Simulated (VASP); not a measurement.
Li:

```
Li
1.0
     3.11100    0.00000    0.00000
    -1.55550    2.69421    0.00000
     0.00000    0.00000    5.09300
Li
2
Direct
  0.33333 0.66667 0.25000
  0.66667 0.33333 0.75000
```

| Property | Result |
| --- | --- |
| Program | VASP 6.6.1 |
| Task | relaxation of cell and atoms |
| Functional | LDA |
| Potentials or basis | VASP PAW LDA potentials, release 64 (Li_sv) |
| Cutoff | 750 eV |
| k mesh | 8 × 8 × 5 |
| Occupations | fermi-dirac, width 0.1 eV |
| Spin | no spin polarisation |

At the start: pressure -1.5 GPa; volume 21.34 Å³/atom.

Problem. Where does the relaxation end?

Solution. Over 4 steps the energy falls by 13.3 meV/atom and the volume is 18.85 Å³/atom (-11.7 %); space group P6_3/mmc (No. 194, to 0.05 Å).

The path:
```tsv
step	energy change (eV)	largest force (eV/Å)	pressure (GPa)	volume (Å³)
1	0.0000	0.0000	-1.54	42.69
2	-0.0112	0.0000	-1.22	41.43
3	-0.0257	0.0000	-0.30	38.59
4	-0.0265	0.0000	0.05	37.70
```

Final structure:
```
Li
1.0
     2.99933    0.00000    0.00000
    -1.49967    2.59750    0.00000
     0.00000    0.00000    4.83851
Li
2
Direct
  0.33333 0.66667 0.25000
  0.66667 0.33333 0.75000
```

Caveat: the volume moved by -12 % from the deposited cell, more than functionals usually miss.
